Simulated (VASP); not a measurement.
# Al3Cl (P6/mmm) in VASP: notebook

Runs on Al3Cl. Level: PBE. Tasks: single point.

Everything below comes from runs of VASP 6.6.1. Logs are shortened: lines on timing, memory, paths and dates and some standing lists are left out, and cuts for length are marked.

## Step 1: The cell of the first run

Symmetry: P6/mmm, No. 191, hexagonal system. Conventional cell: a = 5.723 Å, b = 5.723 Å, c = 2.926 Å, α = 90.00°, β = 90.00°, γ = 120.00°. Within 3.8 Å of Al (site symmetry mmm) lie 6 Al at 2.86 to 2.93 Å and 4 Cl at 3.21 Å. Within 3.9 Å of Cl (site symmetry 6/mmm) lie 2 Cl at 2.93 Å and 12 Al at 3.21 Å.

## Step 2: Single point, PBE

Input file INCAR:

```
PREC = Accurate ; ENCUT = 520
EDIFF = 1E-6 ; ISMEAR = 0
SIGMA = 0.1 ; LREAL = F
LASPH = T ; NELM = 100
ALGO = Normal ; ISIF = 2
LWAVE = F ; LCHARG = T
GGA = PE ; LELF = T
LVHAR = T ; NBANDS = 16
```

Input file KPOINTS:

```
regular mesh
0
Gamma
  6 6 4
```

Input file POSCAR:

```
Al3Cl
1.0
    5.7225934560      0.0000000000      0.0000000000
   -2.8612967280      4.9559113085      0.0000000000
    0.0000000000      0.0000000000      2.9258609191
Al Cl
3 1
Direct
    0.5000000000      0.0000000000      0.0000000000
    0.0000000000      0.5000000000      0.0000000000
    0.5000000000      0.5000000000      0.0000000000
    0.0000000000      0.0000000000      0.5000000000
```

Potentials or basis: VASP PAW PBE potentials, release 64 (Al, Cl).

Run with:

```sh
$ cat potpaw_PBE.64/Al/POTCAR potpaw_PBE.64/Cl/POTCAR > POTCAR
$ mpirun -np 1 vasp_std > vasp.out
```

OUTCAR:

```text
PREC = Accurate
   ENCUT = 520
   EDIFF = 1E-6
   ISMEAR = 0
   LREAL = F
   LASPH = T
   NELM = 100
   ISIF = 2
   GGA = PE

 ion  position               nearest neighbor table
   1  0.500  0.000  0.000-   2 2.86   3 2.86   3 2.86   2 2.86
   2  0.000  0.500  0.000-   3 2.86   3 2.86   1 2.86   1 2.86
   3  0.500  0.500  0.000-   2 2.86   2 2.86   1 2.86   1 2.86
   4  0.000  0.000  0.500-

  LATTYP: Found a hexagonal cell.
 ALAT       =     5.7225934560
 C/A-ratio  =     0.5112823306

  Lattice vectors:

 A1 = (   5.7225934560,   0.0000000000,   0.0000000000)
 A2 = (  -2.8612967280,   4.9559113085,   0.0000000000)
 A3 = (   0.0000000000,   0.0000000000,   2.9258609191)

Analysis of symmetry for initial positions (statically):
=====================================================================
 Subroutine PRICEL returns:
 Original cell was already a primitive cell.

 Routine SETGRP: Setting up the symmetry group for a
 hexagonal supercell.

 Subroutine GETGRP returns: Found 24 space group operations
 (whereof 24 operations were pure point group operations)
 out of a pool of 24 trial point group operations.

The static configuration has the point symmetry D_6h.

Analysis of symmetry for dynamics (positions and initial velocities):
=====================================================================
 Subroutine PRICEL returns:
 Original cell was already a primitive cell.

 Routine SETGRP: Setting up the symmetry group for a
 hexagonal supercell.

 Subroutine GETGRP returns: Found 24 space group operations
 (whereof 24 operations were pure point group operations)
 out of a pool of 24 trial point group operations.

The dynamic configuration has the point symmetry D_6h.

 Subroutine INISYM returns: Found 24 space group operations
 (whereof 24 operations are pure point group operations),
 and found     1 'primitive' translations

----------------------------------------------------------------------------------------

                                     Primitive cell

  volume of cell :      82.9794

  direct lattice vectors                    reciprocal lattice vectors
     5.722593456  0.000000000  0.000000000     0.174745945  0.100889618  0.000000000
    -2.861296728  4.955911309  0.000000000     0.000000000  0.201779237  0.000000000
     0.000000000  0.000000000  2.925860919     0.000000000  0.000000000  0.341779745

  length of vectors
     5.722593456  5.722593456  2.925860919     0.201779237  0.201779237  0.341779745

  position of ions in fractional coordinates (direct lattice)
     0.500000000  0.000000000  0.000000000
     1.000000000  0.500000000  0.000000000
     0.500000000  0.500000000  0.000000000
     0.000000000  0.000000000  0.500000000

  ion indices of the primitive-cell ions
   primitive index   ion index
                 1           1
                 2           2
                 3           3
                 4           4

----------------------------------------------------------------------------------------

 KPOINTS: regular mesh

Automatic generation of k-mesh.
 Grid dimensions read from file:
 generate k-points for:    6    6    4

 Generating k-lattice:

  Cartesian coordinates                     Fractional coordinates (reciprocal lattice)
     0.029124324  0.016814936  0.000000000     0.166666667 -0.000000000  0.000000000
     0.000000000  0.033629873  0.000000000     0.000000000  0.166666667  0.000000000
     0.000000000  0.000000000  0.085444936     0.000000000  0.000000000  0.250000000

  Length of vectors
     0.033629873  0.033629873  0.085444936

  Shift w.r.t. Gamma in fractional coordinates (k-lattice)
     0.000000000  0.000000000  0.000000000

 Subroutine IBZKPT returns following result:
 ===========================================

 Found     21 irreducible k-points:

 Following reciprocal coordinates:
            Coordinates               Weight
  0.000000  0.000000  0.000000      1.000000
  0.166667  0.000000  0.000000      6.000000
  0.333333  0.000000  0.000000      6.000000
  0.500000  0.000000  0.000000      3.000000
  0.166667  0.166667  0.000000      6.000000
  0.333333  0.166667  0.000000     12.000000
[... 13 lines left out ...]
  0.333333  0.166667  0.500000     12.000000
  0.333333  0.333333  0.500000      2.000000
   k-points           NKPTS =     21   k-points in BZ     NKDIM =     21   number of bands    NBANDS=     16
   number of dos      NEDOS =    301   number of ions     NIONS =      4
   total plane-waves  NPLWV =  55296
   dimension x,y,z NGX =    48 NGY =   48 NGZ =   24
   dimension x,y,z NGXF=    96 NGYF=   96 NGZF=   48
   ions per type =               3   1
   NGX,Y,Z   is equivalent  to a cutoff of  13.94, 13.94, 13.64 a.u.
   NGXF,Y,Z  is equivalent  to a cutoff of  27.89, 27.89, 27.27 a.u.
 SYSTEM =  unknown system
   PREC   = accura    normal or accurate (medium, high low for compatibility)
   ISTART =      0    job   : 0-new  1-cont  2-samecut
   ICHARG =      2    charge: 1-file 2-atom 10-const
   ISPIN  =      1    spin polarized calculation?
   LNONCOLLINEAR =      F non collinear calculations
   LSORBIT =      F    spin-orbit coupling
   LASPH  =      T    aspherical Exc in radial PAW
   ENCUT  =  520.0 eV  38.22 Ry    6.18 a.u.  10.64 10.64  5.44*2*pi/ulx,y,z
   NELM   =    100;   NELMIN=  2; NELMDL= -5     # of ELM steps
   EDIFF  = 0.1E-05   stopping-criterion for ELM
   LREAL  =      F    real-space projection
   EDIFFG = 0.1E-04   stopping-criterion for IOM
   NSW    =      0    number of steps for IOM
   IBRION =     -1    ionic relax: 0-MD 1-quasi-New 2-CG
   NFREE  =      0    steps in history (QN), initial steepest desc. (CG)
   ISIF   =      2    stress and relaxation
   ISYM   =      2    0-nonsym 1-usesym 2-fastsym
   POTIM  = 0.5000    time-step for ionic-motion
   TEBEG  =    0.0;   TEEND  =   0.0 temperature during run
   PSTRESS=    0.0 pullay stress
   NELECT =      16.0000    total number of electrons
   NUPDOWN=      -1.0000    fix difference up-down
   EMIN   =  10.00;   EMAX   =-10.00  energy-range for DOS
   EFERMI =   0.00;   METHOD = LEGACY
   ISMEAR =     0;   SIGMA  =   0.10  broadening in eV -4-tet -1-fermi 0-gaus
   EFERMI_NEDOS =   21; number of points for ismear=-14 and -15
   IALGO  =     38    algorithm
   IMIX   =      4    mixing-type and parameters
     AMIX     =   0.40;   BMIX     =  1.00
     AMIX_MAG =   1.60;   BMIX_MAG =  1.00
  volume/ion in A,a.u.               =      20.74       139.99
  Fermi-wavevector in a.u.,A,eV,Ry     =   0.945783  1.787271 12.170483  0.894505
  Thomas-Fermi vector in A             =   2.073718
   LORBIT       =      0    0 simple, 1 ext, 2 COOP (PROOUT), +10 PAW based schemes
   GGA     = PE    functional components
   LHFCALC =     F    Hartree Fock is set to
   AEXX    =    0.0000 exact exchange contribution
   IVDW    =     0    specifies the selected vdW correction
   LEPSILON=     F    determine dielectric tensor
   LRPA    =     F    only Hartree local field effects (RPA)
 non-spin polarized calculation
 Gauss-broadening in eV      SIGMA  =   0.10
  energy-cutoff  :      520.00
  volume of cell :       82.98
 maximum number of plane-waves:      2279
 NGX is ok and might be reduce to    48
   NGX = 21   NGY = 21   NGZ = 11

 number of electron      15.9999999 magnetization

 Free energy of the ion-electron system (eV)
  ---------------------------------------------------
  ext. energy  EPLUGINS =         0.00000000
  ---------------------------------------------------
  free energy    TOTEN  =       -12.18747451 eV

  energy without entropy =      -12.18103445  energy(sigma->0) =      -12.18425448

 E-fermi :   5.4817     XC(G=0):  -9.4223

 val. band max:        5.4283856463   @ k =   0.1667   0.1667   0.2500
 cond. band min:       5.5379522658   @ k =   0.1667   0.1667   0.0000
 fundamental gap:      0.1095666195
 Fermi energy:         5.4816652381

 k-point     1 :       0.0000    0.0000    0.0000
  band No.  band energies     occupation
      1     -10.6123      2.00000
      2      -2.6803      2.00000
      3      -0.0380      2.00000
      4      -0.0380      2.00000
      5       1.7672      2.00000
      6       1.7976      2.00000
[... 8 lines left out ...]
     15      13.5513      0.00000
     16      13.5513      0.00000

 k-point     2 :       0.1667    0.0000    0.0000
  band No.  band energies     occupation
      1     -10.6031      2.00000
      2      -2.7417      2.00000
      3      -0.2510      2.00000
      4      -0.1597      2.00000
      5       0.9837      2.00000
      6       2.2329      2.00000
[... 8 lines left out ...]
     15      13.2366      0.00000
     16      14.4175      0.00000

 k-point     3 :       0.3333    0.0000    0.0000
  band No.  band energies     occupation
      1     -10.5844      2.00000
      2      -2.8294      2.00000
      3      -0.7739      2.00000
      4      -0.5479      2.00000
      5       1.5669      2.00000
      6       3.0966      2.00000
[... 8 lines left out ...]
     15      13.2683      0.00000
     16      14.0871      0.00000

 k-point     4 :       0.5000    0.0000    0.0000
  band No.  band energies     occupation
      1     -10.5750      2.00000
      2      -2.8574      2.00000
      3      -1.0576      2.00000
      4      -0.6637      2.00000
      5       2.2376      2.00000
      6       3.6161      2.00000
[... 8 lines left out ...]
     15      13.4209      0.00000
     16      13.9172      0.00000

 k-point     5 :       0.1667    0.1667    0.0000
  band No.  band energies     occupation
      1     -10.5891      2.00000
      2      -2.7899      2.00000
      3      -1.0517      2.00000
      4       0.2578      2.00000
      5       0.9370      2.00000
      6       2.8718      2.00000
[... 8 lines left out ...]
     15      13.1537      0.00000
     16      14.8694      0.00000

 k-point     6 :       0.3333    0.1667    0.0000
  band No.  band energies     occupation
      1     -10.5751      2.00000
      2      -2.7563      2.00000
      3      -1.6808      2.00000
      4       0.3112      2.00000
      5       1.6916      2.00000
      6       2.8534      2.00000
[... 8 lines left out ...]
     15      13.3973      0.00000
     16      14.3164      0.00000

 k-point     7 :       0.3333    0.3333    0.0000
  band No.  band energies     occupation
      1     -10.5704      2.00000
      2      -2.3865      2.00000
      3      -2.3865      2.00000
      4       1.4307      2.00000
      5       1.6933      2.00000
      6       1.6933      2.00000
[... 8 lines left out ...]
     15      13.7130      0.00000
     16      14.2868      0.00000

 k-point     8 :       0.0000    0.0000    0.2500
  band No.  band energies     occupation
      1     -10.1320      2.00000
      2      -1.8254      2.00000
      3       0.6717      2.00000
      4       0.6717      2.00000
      5       1.8327      2.00000
      6       2.6879      2.00000
[... 8 lines left out ...]
     15      12.4017      0.00000
     16      13.4366      0.00000

 k-point     9 :       0.1667    0.0000    0.2500
  band No.  band energies     occupation
      1     -10.1253      2.00000
      2      -1.8449      2.00000
      3       0.5131      2.00000
      4       0.5755      2.00000
      5       1.7523      2.00000
      6       1.9707      2.00000
[... 8 lines left out ...]
     15      12.6760      0.00000
     16      12.6901      0.00000
[... 115 lines left out ...]
 k-point    16 :       0.1667    0.0000    0.5000
  band No.  band energies     occupation
      1      -9.5380      2.00000
      2      -1.1118      2.00000
      3       1.3406      2.00000
      4       1.6878      2.00000
      5       1.7172      2.00000
      6       2.8379      2.00000
[... 8 lines left out ...]
     15      11.7340      0.00000
     16      12.2999      0.00000

 k-point    17 :       0.3333    0.0000    0.5000
  band No.  band energies     occupation
      1      -9.5325      2.00000
      2      -0.8293      2.00000
      3       0.9727      2.00000
      4       1.3339      2.00000
      5       1.5994      2.00000
      6       2.9299      2.00000
[... 8 lines left out ...]
     15      11.3671      0.00000
     16      11.7165      0.00000

 k-point    18 :       0.5000    0.0000    0.5000
  band No.  band energies     occupation
      1      -9.5297      2.00000
      2      -0.6341      2.00000
      3       0.8441      2.00000
      4       1.0754      2.00000
      5       1.5580      2.00000
      6       2.6468      2.00000
[... 8 lines left out ...]
     15      11.0944      0.00000
     16      11.7761      0.00000

 k-point    19 :       0.1667    0.1667    0.5000
  band No.  band energies     occupation
      1      -9.5339      2.00000
      2      -0.9119      2.00000
      3       1.0801      2.00000
      4       1.4828      2.00000
      5       1.5590      2.00000
      6       2.9462      2.00000
[... 8 lines left out ...]
     15      10.9544      0.00000
     16      11.7001      0.00000

 k-point    20 :       0.3333    0.1667    0.5000
  band No.  band energies     occupation
      1      -9.5297      2.00000
      2      -0.6489      2.00000
      3       0.9289      2.00000
      4       1.2407      2.00000
      5       1.4008      2.00000
      6       2.2768      2.00000
[... 8 lines left out ...]
     15      11.2665      0.00000
     16      11.2846      0.00000

 k-point    21 :       0.3333    0.3333    0.5000
  band No.  band energies     occupation
      1      -9.5283      2.00000
      2      -0.5520      2.00000
      3       1.0932      2.00000
      4       1.0932      2.00000
      5       1.5563      2.00000
      6       1.5563      2.00000
[... 8 lines left out ...]
     15      11.4707      0.00000
     16      11.9588      0.00000

------------------------ aborting loop because EDIFF is reached ----------------------------------------

  FORCE on cell =-STRESS in cart. coord.  units (eV):
  Direction    XX          YY          ZZ          XY          YZ          ZX
  --------------------------------------------------------------------------------------
  -------------------------------------------------------------------------------------
  Total        0.1042927      0.1042927      0.0395642      0.0000000      0.0000000     -0.0000000
  in kB        2.0136979      2.0136979      0.7639111      0.0000000      0.0000000     -0.0000000
  external PRESSURE =       1.5971023 kB  Pullay stress =       0.0000000 kB

 VOLUME and BASIS-vectors are now :
 -----------------------------------------------------------------------------
  energy-cutoff  :      520.00
  volume of cell :       82.98
      direct lattice vectors                 reciprocal lattice vectors
     5.722593456  0.000000000  0.000000000     0.174745945  0.100889618  0.000000000
    -2.861296728  4.955911309  0.000000000     0.000000000  0.201779237  0.000000000
     0.000000000  0.000000000  2.925860919     0.000000000  0.000000000  0.341779745

 POSITION                                       TOTAL-FORCE (eV/Angst)
 -----------------------------------------------------------------------------------
      2.86130      0.00000      0.00000         0.000000      0.000000      0.000000
     -1.43065      2.47796      0.00000         0.000000      0.000000      0.000000
      1.43065      2.47796      0.00000         0.000000      0.000000      0.000000
      0.00000      0.00000      1.46293        -0.000000      0.000000      0.000000
 -----------------------------------------------------------------------------------
    total drift:                                0.000000     -0.000000     -0.000000

  FREE ENERGIE OF THE ION-ELECTRON SYSTEM (eV)
  ---------------------------------------------------
  free  energy   TOTEN  =       -12.1874745089 eV

  energy  without entropy=      -12.1810344471  energy(sigma->0) =      -12.18425448
```

Run time: 55 s. Hardware: 1 thread of AMD EPYC, shared host; peak memory 0.19 GiB.

What came out:

```yaml
Free_energy: -12.1875 eV
Pressure: 0.2 GPa
Band_gap_on_the_k_mesh: zero (band 8 reaches 6.65 eV, above the bottom of band 9 at 4.69 eV)
```

Levels at points of the mesh, in eV from the Fermi level:
```csv
k point,band 5,band 6,band 7,band 8,band 9,band 10,band 11,band 12
"(0.00, 0.00, 0.00)",-3.71,-3.68,-3.68,-1.16,1.78,1.78,5.52,6.81
"(0.50, 0.00, 0.00)",-3.24,-1.87,-1.67,-1.14,1.03,2.10,2.78,3.85
"(0.00, 0.00, 0.50)",-3.60,-3.19,-1.05,0.36,0.36,0.58,0.58,0.61
"(0.50, 0.00, 0.50)",-3.92,-2.83,-1.64,-0.83,-0.79,1.16,1.69,3.99
```

Caveat: the k points lie up to 0.54 Å⁻¹ apart.

(Continued in part 2 of 2.)
